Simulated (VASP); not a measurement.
Set up this calculation in VASP 6.6.1, as the native input.

```yaml
Task: relaxation of cell and atoms
Functional: RPBE
Potentials_or_basis: VASP PAW PBE potentials, release 64 (Ti_sv)
Cutoff: 500 eV
k_mesh: 10 × 10 × 6
Occupations: methfessel-paxton, width 0.2 eV
Spin: no spin polarisation
Dipole_correction: no
Further_INCAR_settings: ALGO = Normal; EDIFF = 1e-07; IBRION = 2; EDIFFG = -0.01; NSW = 80; ISIF = 3
```

The structure of Ti lies in POSCAR:

```
Ti
1.0
    2.9500000000      0.0000000000      0.0000000000
   -1.4750000000      2.5547749412      0.0000000000
    0.0000000000      0.0000000000      4.6800000000
Ti
2
Direct
    0.6666666667      0.3333333333      0.7500000000
    0.3333333333      0.6666666667      0.2500000000
```

One way to write it, as run:

INCAR

```
PREC = Accurate
ENCUT = 500
EDIFF = 1E-7
ISMEAR = 1
SIGMA = 0.2
LREAL = False
LASPH = True
NELM = 120
ALGO = Normal
ISIF = 3
LWAVE = False
LCHARG = False
GGA = RP
IBRION = 2
NSW = 80
EDIFFG = -0.01
GGA_COMPAT = False
NELMIN = 4
```

KPOINTS

```
Automatic mesh
0
Gamma
  10 10 6
```

Potentials or basis: VASP PAW PBE potentials, release 64 (Ti_sv).

Run with:

```sh
$ cat potpaw_PBE.64/Ti_sv/POTCAR > POTCAR
$ mpirun -np 1 vasp_std > vasp.out
```

It gave:

| Item | Value |
| --- | --- |
| Relaxed volume | 17.84 Å³/atom |
| Relaxed cell | a = 2.965 Å, b = 2.965 Å, c = 4.686 Å, α = 90.00°, β = 90.00°, γ = 120.00° |
| Space group after relaxing (to 0.05 Å) | P6_3/mmc (No. 194) |
| Energy gained by relaxing | 0.9 meV/atom |
| Ionic steps | 5 |
| Pressure after relaxing | 0.0 GPa |
| Band gap on the k mesh | zero (band 12 reaches 8.94 eV, above the bottom of band 13 at 7.92 eV) |

Caveat: the PAW data sets were made with another functional, which shifts forces and pressure a little.

Wall time 72 s on 1 thread of Intel(R) Xeon(R) Platinum 8488C (Sapphire Rapids) (shared host), peak memory 0.16 GiB.
